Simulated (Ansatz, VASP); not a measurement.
## One calculation of N, two programs

```
CELL_PARAMETERS angstrom
5.81510 0.00000 0.00000
0.00000 5.81510 0.00000
0.00000 0.00000 5.81510
ATOMIC_POSITIONS crystal
N 0.06390 0.06390 0.06390
N 0.43610 0.93610 0.56390
N 0.56390 0.43610 0.93610
N 0.93610 0.56390 0.43610
N 0.95414 0.95414 0.95414
N 0.54586 0.04586 0.45414
N 0.45414 0.54586 0.04586
N 0.04586 0.45414 0.54586
```

Alike in both runs: task single point; functional PBE; k mesh 4 × 4 × 4; occupations gaussian, width 0.1 eV; no spin polarisation.

|  | VASP | Ansatz |
| --- | --- | --- |
| version | VASP 6.6.1 | Ansatz 0.2.0 |
| potentials or method | VASP PAW PBE potentials, release 64 (N), cutoff 520 eV | scalar-relativistic, plane waves, PAW |
| valence electrons in the cell | 40 | 40 |

```csv
,VASP,Ansatz,Ansatz less VASP
gap on the k mesh at the Fermi level (eV),7.43,7.47,+0.043
least direct gap on the mesh (eV),7.44,7.49,+0.043
pressure (GPa),1.4,-0.4,-1.77
rms of the force components (eV/Å),0.644,0.312,-0.3311
```

Atom by atom the forces differ by 0.956 eV/Å (rms over components). One of these differences is far larger than is usual between the two programs; its cause wasn't traced. With one functional, cell and mesh, what is left measures potentials, basis and numerics.

Noted on VASP's run: the standard files for N, O and F lose accuracy on very short bonds.
